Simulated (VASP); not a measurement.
# Li (I4/mmm) in VASP: notebook, part 2 of 2

VASP 6.6.1. The steps go on from the part before.

### 3 Relaxation of cell and atoms, PBE

INCAR

```
SYSTEM = Li
ALGO     = Normal         ! electronic algorithm
EDIFF    = 1E-6           ! SCF threshold, eV
EDIFFG   = -0.04          ! ionic threshold
ENCUT    = 600            ! plane-wave cutoff, eV
GGA      = PE             ! functional
IBRION   = 2              ! ionic algorithm
ISIF     = 3              ! what is computed and relaxed
ISMEAR   = 0              ! smearing method
LASPH    = .TRUE.         ! aspherical terms in the spheres
LCHARG   = .FALSE.        ! write CHGCAR
LREAL    = .FALSE.        ! projectors in reciprocal space
LWAVE    = .FALSE.        ! write WAVECAR
NELM     = 60             ! most SCF steps
NSW      = 90             ! ionic steps
PREC     = Accurate       ! precision mode
SIGMA    = 0.1            ! smearing width, eV
```

KPOINTS

```
k-points
0
G
  6 6 6
  0 0 0
```

POSCAR

```
Li
1.0
   -1.8083144300      1.8083144300      3.5624569700
    1.8083144300     -1.8083144300      3.5624569700
    1.8083144300      1.8083144300     -3.5624569700
Li
2
Direct
    0.8033890100      0.8033890100      0.0000000000
    0.1966109900      0.1966109900      0.0000000000
```

Potentials or basis: VASP PAW PBE potentials, release 64 (Li_sv).

On the command line:

```console
> cat potpaw_PBE.64/Li_sv/POTCAR > POTCAR
> mpirun -np 1 vasp_std > vasp.out
```

OUTCAR:

```text
SYSTEM = Li
   EDIFF = 1E-6
   EDIFFG = -0.04
   ENCUT = 600
   GGA = PE
   IBRION = 2
   ISIF = 3
   ISMEAR = 0
   LASPH = .TRUE.
   LREAL = .FALSE.
   NELM = 60
   NSW = 90
   PREC = Accurate

 ion  position               nearest neighbor table
   1  0.803  0.803  0.000-
   2  0.197  0.197  0.000-

  LATTYP: Found a body centered tetragonal cell.
 ALAT       =     3.6166288600
 C/A-ratio  =     1.9700428813

  Lattice vectors:

 A1 = (  -1.8083144300,   1.8083144300,   3.5624569700)
 A2 = (   1.8083144300,  -1.8083144300,   3.5624569700)
 A3 = (   1.8083144300,   1.8083144300,  -3.5624569700)

Analysis of symmetry for initial positions (statically):
=====================================================================
 Subroutine PRICEL returns:
 Original cell was already a primitive cell.

 Routine SETGRP: Setting up the symmetry group for a
 body centered tetragonal supercell.

 Subroutine GETGRP returns: Found 16 space group operations
 (whereof 16 operations were pure point group operations)
 out of a pool of 16 trial point group operations.

The static configuration has the point symmetry D_4h.

Analysis of symmetry for dynamics (positions and initial velocities):
=====================================================================
 Subroutine PRICEL returns:
 Original cell was already a primitive cell.

 Routine SETGRP: Setting up the symmetry group for a
 body centered tetragonal supercell.

 Subroutine GETGRP returns: Found 16 space group operations
 (whereof 16 operations were pure point group operations)
 out of a pool of 16 trial point group operations.

The dynamic configuration has the point symmetry D_4h.

 Subroutine INISYM returns: Found 16 space group operations
 (whereof 16 operations are pure point group operations),
 and found     1 'primitive' translations

----------------------------------------------------------------------------------------

                                     Primitive cell

  volume of cell :      46.5970

  direct lattice vectors                    reciprocal lattice vectors
    -1.808314430  1.808314430  3.562456970     0.000000000  0.276500586  0.140352572
     1.808314430 -1.808314430  3.562456970     0.276500586  0.000000000  0.140352572
     1.808314430  1.808314430 -3.562456970     0.276500586  0.276500586  0.000000000

  length of vectors
     4.385328017  4.385328017  4.385328017     0.310082922  0.310082922  0.391030879

  position of ions in fractional coordinates (direct lattice)
     0.803389010  0.803389010  0.000000000
     0.196610990  0.196610990  0.000000000

  ion indices of the primitive-cell ions
   primitive index   ion index
                 1           1
                 2           2

----------------------------------------------------------------------------------------

 KPOINTS: k-points

Automatic generation of k-mesh.
 Grid dimensions read from file:
 generate k-points for:    6    6    6

[... 58 lines left out ...]
   LNONCOLLINEAR =      F non collinear calculations
   LSORBIT =      F    spin-orbit coupling
   LASPH  =      T    aspherical Exc in radial PAW
   ENCUT  =  600.0 eV  44.10 Ry    6.64 a.u.   8.76  8.76  8.76*2*pi/ulx,y,z
   NELM   =     60;   NELMIN=  2; NELMDL= -5     # of ELM steps
   EDIFF  = 0.1E-05   stopping-criterion for ELM
   LREAL  =      F    real-space projection
   EDIFFG = -.4E-01   stopping-criterion for IOM
   NSW    =     90    number of steps for IOM
   IBRION =      2    ionic relax: 0-MD 1-quasi-New 2-CG
   NFREE  =      1    steps in history (QN), initial steepest desc. (CG)
   ISIF   =      3    stress and relaxation
   ISYM   =      2    0-nonsym 1-usesym 2-fastsym
   POTIM  = 0.5000    time-step for ionic-motion
   TEBEG  =    0.0;   TEEND  =   0.0 temperature during run
   PSTRESS=    0.0 pullay stress
   NELECT =       6.0000    total number of electrons
   NUPDOWN=      -1.0000    fix difference up-down
   EMIN   =  10.00;   EMAX   =-10.00  energy-range for DOS
   EFERMI =   0.00;   METHOD = LEGACY
   ISMEAR =     0;   SIGMA  =   0.10  broadening in eV -4-tet -1-fermi 0-gaus
   EFERMI_NEDOS =   21; number of points for ismear=-14 and -15
   IALGO  =     38    algorithm
   IMIX   =      4    mixing-type and parameters
     AMIX     =   0.40;   BMIX     =  1.00
     AMIX_MAG =   1.60;   BMIX_MAG =  1.00
  volume/ion in A,a.u.               =      23.30       157.23
  Fermi-wavevector in a.u.,A,eV,Ry     =   0.826684  1.562206  9.298304  0.683406
  Thomas-Fermi vector in A             =   1.938758
   LORBIT       =      0    0 simple, 1 ext, 2 COOP (PROOUT), +10 PAW based schemes
   GGA     = PE    functional components
   LHFCALC =     F    Hartree Fock is set to
   AEXX    =    0.0000 exact exchange contribution
   IVDW    =     0    specifies the selected vdW correction
   LEPSILON=     F    determine dielectric tensor
   LRPA    =     F    only Hartree local field effects (RPA)
 conjugate gradient relaxation of ions
 non-spin polarized calculation
 Gauss-broadening in eV      SIGMA  =   0.10
  energy-cutoff  :      600.00
  volume of cell :       46.60
 maximum number of plane-waves:      1567
   NGX = 17   NGY = 17   NGZ = 17

--------------------------------------- Ionic step        1  -------------------------------------------

 number of electron       5.9999996 magnetization

 Free energy of the ion-electron system (eV)
  ---------------------------------------------------
  ext. energy  EPLUGINS =         0.00000000
  ---------------------------------------------------
  free energy    TOTEN  =        -3.21070546 eV

  energy without entropy =       -3.20564993  energy(sigma->0) =       -3.20817770

------------------------ aborting loop because EDIFF is reached ----------------------------------------

  FORCE on cell =-STRESS in cart. coord.  units (eV):
  Direction    XX          YY          ZZ          XY          YZ          ZX
  --------------------------------------------------------------------------------------
  -------------------------------------------------------------------------------------
  Total        0.5337650      0.5337650     -0.9324967      0.0000000      0.0000000      0.0000000
  in kB       18.3528363     18.3528363    -32.0627220      0.0000000      0.0000000      0.0000000
  external PRESSURE =       1.5476502 kB  Pullay stress =       0.0000000 kB
[... 89 lines left out ...]
  FREE ENERGIE OF THE ION-ELECTRON SYSTEM (eV)
  ---------------------------------------------------
  free  energy   TOTEN  =        -3.2769353641 eV

  energy  without entropy=       -3.2720918833  energy(sigma->0) =       -3.27451362

[... ionic steps 4 to 19 ...]

--------------------------------------- Ionic step       20  -------------------------------------------

 number of electron       6.0000001 magnetization

------------------------ aborting loop because EDIFF is reached ----------------------------------------
[... 67 lines left out ...]
--------------------------------------- Ionic step       22  -------------------------------------------

 number of electron       6.0000003 magnetization

 Free energy of the ion-electron system (eV)
  ---------------------------------------------------
  ext. energy  EPLUGINS =         0.00000000
  ---------------------------------------------------
  free energy    TOTEN  =        -3.53353436 eV

  energy without entropy =       -3.52121093  energy(sigma->0) =       -3.52737265

 E-fermi :   0.6967     XC(G=0):  -7.0695

 val. band max:        0.5117936161   @ k =   0.3333   0.3333   0.0000
 cond. band min:       0.7042885570   @ k =  -0.3333   0.5000   0.1667
 fundamental gap:      0.1924949409
 Fermi energy:         0.6967264182

 k-point     1 :       0.0000    0.0000    0.0000
  band No.  band energies     occupation
      1     -46.1401      2.00000
      2     -46.0767      2.00000
      3      -2.8884      2.00000
      4       7.3687      0.00000
      5       7.3910      0.00000
      6       7.3910      0.00000
      7      10.8458      0.00000
[... 221 lines left out ...]
 k-point    24 :      -0.1667   -0.3333    0.1667
  band No.  band energies     occupation
      1     -46.1258      2.00000
      2     -46.0895      2.00000
      3      -1.7422      2.00000
      4       3.4966      0.00000
      5       5.2718      0.00000
      6       6.7643      0.00000
      7       8.0091      0.00000

 [... further k-points ...]

------------------------ aborting loop because EDIFF is reached ----------------------------------------

  FORCE on cell =-STRESS in cart. coord.  units (eV):
  Direction    XX          YY          ZZ          XY          YZ          ZX
  --------------------------------------------------------------------------------------
  -------------------------------------------------------------------------------------
  Total        0.0333846      0.0333846      0.0741018      0.0000000      0.0000000      0.0000000
  in kB        1.3344835      1.3344835      2.9620739      0.0000000      0.0000000      0.0000000
  external PRESSURE =       1.8770136 kB  Pullay stress =       0.0000000 kB
[... 17 lines left out ...]
  FREE ENERGIE OF THE ION-ELECTRON SYSTEM (eV)
  ---------------------------------------------------
  free  energy   TOTEN  =        -3.5335343620 eV

  energy  without entropy=       -3.5212109340  energy(sigma->0) =       -3.52737265

 reached required accuracy - stopping structural energy minimisation
```

It took 2.7 min on 1 thread of Intel Xeon Platinum 8259CL at 2.50GHz (Skylake/Cascade Lake), shared host; peak memory 0.19 GiB.

What came out:

```yaml
Free_energy: -3.5335 eV
Relaxed_volume: 20.04 Å³/atom
Relaxed_cell: a = 3.840 Å, b = 3.840 Å, c = 3.840 Å, α = 119.92°, β = 119.92°, γ = 90.13°
Space_group_after_relaxing_to_0.1_Å: Pm-3m (No. 221)
Energy_gained_by_relaxing: 161.4 meV/atom
Ionic_steps: 22
Pressure_after_relaxing: 0.2 GPa
Largest_force_after_relaxing: 0.024 eV/Å
Band_gap_on_the_k_mesh: zero (bands 3 and 4 overlap by 0.67 eV)
```

Forces in eV/Å, atoms in the order of the input:
```
Li   0.000  0.000  0.024
Li   0.000  0.000 -0.024
```

Stress tensor (GPa, compression positive):
```
0.13 0.00 0.00
0.00 0.13 0.00
0.00 0.00 0.30
```

Step by step:
| step | energy change (eV) | largest force (eV/Å) | pressure (GPa) | volume (Å³) |
| --- | --- | --- | --- | --- |
| 1 | 0.0000 | 0.2304 | 0.15 | 46.60 |
| 2 | -0.0356 | 0.0920 | -0.19 | 46.73 |
| 3 | -0.0662 | 0.1233 | -0.58 | 46.85 |
| 4 | -0.0528 | 0.6286 | -0.94 | 46.84 |
| 5 | -0.0757 | 0.2738 | -0.77 | 46.88 |
| 6 | -0.0964 | 0.3500 | -0.74 | 45.81 |
| 7 | -0.1487 | 0.5852 | -0.30 | 42.56 |
| 8 | -0.0802 | 0.9707 | 2.16 | 35.81 |
| 9 | -0.1442 | 0.7813 | 0.22 | 40.38 |
| 10 | -0.1538 | 0.7690 | 0.30 | 40.08 |
| 11 | -0.1797 | 0.7273 | 0.55 | 39.18 |
| 12 | -0.2143 | 0.6239 | 1.25 | 37.38 |
| 13 | -0.1527 | 0.2099 | 3.31 | 33.79 |
| 14 | -0.2103 | 0.5937 | 1.70 | 36.47 |
| 15 | -0.2092 | 0.5353 | 2.02 | 35.89 |
| 16 | -0.2405 | 0.4181 | 1.84 | 36.19 |
| 17 | -0.2980 | 0.1294 | 1.35 | 37.08 |
| 18 | -0.3021 | 0.2120 | 0.61 | 38.84 |
| 19 | -0.3123 | 0.1144 | 0.87 | 38.18 |
| 20 | -0.3131 | 0.0774 | 0.96 | 37.97 |
| 21 | -0.3170 | 0.0622 | 0.73 | 38.55 |
| 22 | -0.3228 | 0.0243 | 0.19 | 40.08 |

Final structure:
```
CELL_PARAMETERS angstrom
-1.92219 1.92219 2.71201
1.92219 -1.92219 2.71201
1.92219 1.92219 -2.71201
ATOMIC_POSITIONS crystal
Li 0.74841 0.74841 0.00000
Li 0.25159 0.25159 0.00000
```

Levels at points of the mesh, in eV from the Fermi level:
```tsv
k point	band 1	band 2	band 3	band 4	band 5	band 6	band 7
(0.00, 0.00, 0.00)	-46.84	-46.77	-3.59	6.67	6.69	6.69	10.15
(0.50, 0.00, 0.00)	-46.80	-46.80	-0.68	-0.66	6.77	6.80	6.85
(0.50, 0.50, 0.00)	-46.81	-46.79	-0.80	1.99	3.13	3.14	5.67
(0.50, 0.50, 0.50)	-46.81	-46.79	-0.79	2.02	3.12	3.12	5.66
```

Caveat: the cutoff is under 1.25 times the usual one of these potentials, so pressure, stress and relaxed cells hold a basis-set (Pulay) error.
